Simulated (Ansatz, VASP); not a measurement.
## Two plane-wave programs on Ta2Si

Contents of INCAR:

```
SYSTEM = Ta2Si
  ALGO = Fast
  EDIFF = 1E-6
  ENCUT = 520
  GGA = PS
  ISIF = 2
  ISMEAR = 0
  LASPH = .True.
  LCHARG = .True.
  LELF = .True.
  LREAL = .False.
  LVHAR = .True.
  LWAVE = .False.
  NBANDS = 35
  NELM = 60
  PREC = Accurate
  SIGMA = 0.1
```

Contents of KPOINTS:

```
k-points
0
Gamma
  12 12 12
  0 0 0
```

POSCAR

```
Ta2Si
1.0
   -3.0877629443      3.0877629443      2.5236412193
    3.0877629443     -3.0877629443      2.5236412193
    3.0877629443      3.0877629443     -2.5236412193
Ta Si
4 2
Direct
    0.6635932100      0.8364067900      0.5000000000
    0.8364067900      0.3364067900      0.1728135800
    0.3364067900      0.1635932100      0.5000000000
    0.1635932100      0.6635932100      0.8271864200
    0.2500000000      0.2500000000      0.0000000000
    0.7500000000      0.7500000000      0.0000000000
```

Input for Ansatz:

```yaml
crystal:
  lattice:
    - [-3.0877629443, 3.0877629443, 2.5236412193]
    - [3.0877629443, -3.0877629443, 2.5236412193]
    - [3.0877629443, 3.0877629443, -2.5236412193]
  atoms:
    - { symbol: Ta, position: [0.66359321, 0.83640679, 0.5] }
    - { symbol: Ta, position: [0.83640679, 0.33640679, 0.17281358] }
    - { symbol: Ta, position: [0.33640679, 0.16359321, 0.5] }
    - { symbol: Ta, position: [0.16359321, 0.66359321, 0.82718642] }
    - { symbol: Si, position: [0.25, 0.25, 0.0] }
    - { symbol: Si, position: [0.75, 0.75, 0.0] }
basis:
  ecutwfc: 420
kpoints:
  mp_grid: { grid: [12, 12, 12] }
hamiltonian:
  xc: pbesol
scf:
  occupations: { method: gaussian, width: 0.1 }
output:
  forces: true
  stress: true
  eigenvalues: true
```

Alike in both runs: task single point; functional PBEsol; k mesh 12 × 12 × 12; occupations gaussian, width 0.1 eV; no spin polarisation.

```csv
,VASP,Ansatz
version,VASP 6.6.1,Ansatz 0.2.0
potentials or method,"VASP PAW PBE potentials, release 64 (Ta_pv, Si), cutoff 520 eV","scalar-relativistic, plane waves, PAW"
valence electrons in the cell,52,60
```

|  | VASP | Ansatz | Ansatz less VASP |
| --- | --- | --- | --- |
| gap on the k mesh at the Fermi level (eV) | none | none | - |
| pressure (GPa) | -2.9 | -3.1 | -0.26 |
| traceless stress, the component that is largest in VASP (GPa) | 0.88 | 0.90 | +0.026 |
| rms of the force components (eV/Å) | 0.029 | 0.025 | -0.0032 |

VASP's potentials were made for PBE, not for PBEsol. Atom by atom the forces differ by 0.003 eV/Å (rms over components). A gap of «none» marks a metal or a gap that the smearing closes. VASP's potentials hold 52 valence electrons a cell and Ansatz's 60, so a difference there can come from the potentials and not from the codes.

Spin-orbit coupling is off throughout.
